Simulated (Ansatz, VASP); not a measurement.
## CdS in VASP and in Ansatz

POSCAR

```
CdS
1.0
    0.0000000000      2.9392148430      2.8804305462
    2.9392148430      0.0000000000      2.8804305462
    2.9392148430      2.9392148430      0.0000000000
Cd S
1 1
Direct
    0.0000000000      0.0000000000      0.0000000000
    0.2500000000      0.2500000000      0.2500000000
```

File INCAR.step1:

```
  PREC = Accurate
  ENCUT = 520
  ISMEAR = 0
  SIGMA = 0.01
  LREAL = False
  LASPH = True
  NELM = 100
  NBANDS = 16
  GGA = PE
  ALGO = Normal
  EDIFF = 1E-4
  LWAVE = True
  LCHARG = False
```

INCAR.step2

```
  PREC = Accurate
  ENCUT = 520
  EDIFF = 1E-6
  ISMEAR = 0
  SIGMA = 0.01
  LREAL = False
  LASPH = True
  NELM = 100
  ALGO = Normal
  ISIF = 2
  LWAVE = False
  LCHARG = False
  METAGGA = R2SCAN
  LMIXTAU = True
  NBANDS = 16
  ISTART = 1
```

KPOINTS

```
Automatic mesh
0
Gamma
  8 8 8
```

Input for Ansatz:

```yaml
crystal:
  lattice:
    - [0.0, 2.939214843, 2.8804305462]
    - [2.939214843, 0.0, 2.8804305462]
    - [2.939214843, 2.939214843, 0.0]
  atoms:
    - { symbol: Cd, position: [0.0, 0.0, 0.0] }
    - { symbol: S, position: [0.25, 0.25, 0.25] }
kpoints:
  mp_grid: { grid: [8, 8, 8] }
  band_path:
    path:
      - [0.0, 0.0, 0.0]
      - [-0.5, -0.5, 0.0]
      - [-0.375, -0.375, 0.25]
      - [-0.375, 0.0, 0.375]
      - [0.0, 0.0, 0.5]
      - [-0.5, -0.25, 0.25]
    npoints: 1
hamiltonian:
  xc: r2scan
scf:
  occupations: { method: fixed }
  n_extra_bands: 4
output:
  forces: true
  stress: true
  eigenvalues: true
```

Change from the starting cell: uniaxial_z strain -2.0%.

Alike in both runs: task single point; functional r2SCAN; k mesh 8 × 8 × 8; no spin polarisation.

```csv
,VASP,Ansatz
version,VASP 6.6.1,Ansatz 0.2.0
potentials or method,"VASP PAW PBE potentials, release 64 (Cd, S)","plane waves, PAW"
plane-wave cutoff (eV),520,500
occupations,"gaussian, width 0.01 eV",fixed
valence electrons in the cell,18,26
```

|  | VASP | Ansatz | Ansatz less VASP |
| --- | --- | --- | --- |
| gap on the k mesh at the Fermi level (eV) | 1.55 | 1.55 | +0.003 |
| pressure (GPa) | 1.6 | 1.2 | -0.33 |
| traceless stress, the component that is largest in VASP (GPa) | 0.21 | 0.22 | +0.004 |

VASP's potentials were made for PBE, not for r2SCAN. VASP's potentials hold 18 valence electrons a cell and Ansatz's 26, so a difference there can come from the potentials and not from the codes.
